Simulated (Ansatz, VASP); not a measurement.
# GaP: VASP beside Ansatz

```xyz
2
Lattice="0.0000 2.7254 2.7254 2.7254 0.0000 2.7254 2.7254 2.7254 0.0000" Properties=species:S:1:pos:R:3 pbc="T T T"
Ga    0.0000    0.0000    0.0000
P     1.3627    1.3627    1.3627
```

Alike in both runs: task single point; functional PBE; k mesh 8 × 8 × 8; occupations fermi-dirac, width 0.02 eV; no spin polarisation.

|  | VASP | Ansatz |
| --- | --- | --- |
| version | VASP 6.6.1 | Ansatz 0.2.0 |
| potentials or method | VASP PAW PBE potentials, release 64 (Ga_d, P) | plane waves, PAW |
| plane-wave cutoff (eV) | 520 | 420 |
| valence electrons in the cell | 18 | 18 |

VASP gave:

* gap on the k mesh at the Fermi level (eV): 1.64
* pressure (GPa): 2.4

Problem. Estimate Ansatz's values.

Solution. gap on the k mesh at the Fermi level (eV): 1.64; pressure (GPa): 2.5.

The functional is the same, so the differences come from potentials, cutoffs and numerics.
